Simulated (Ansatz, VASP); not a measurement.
BeS in VASP and in Ansatz

```
Be S
1.0
     0.00000    2.42500    2.42500
     2.42500    0.00000    2.42500
     2.42500    2.42500    0.00000
Be S
1 1
Cartesian
  0.0000 0.0000 0.0000
  3.6375 3.6375 3.6375
```

Alike in both runs: task single point; functional PBEsol; k mesh 8 × 8 × 8; occupations gaussian, width 0.05 eV; no spin polarisation.

```csv
,VASP,Ansatz
version,VASP 6.6.1,Ansatz 0.2.0
potentials or method,"VASP PAW PBE potentials, release 64 (Be, S), cutoff 600 eV","scalar-relativistic, plane waves, PAW"
valence electrons in the cell,8,8
```

```tsv
	VASP	Ansatz	Ansatz less VASP
gap on the k mesh at the Fermi level (eV)	2.93	2.92	-0.003
least direct gap on the mesh (eV)	5.60	5.58	-0.018
pressure (GPa)	-0.5	-0.7	-0.18
```

VASP's potentials were made for PBE, not for PBEsol.
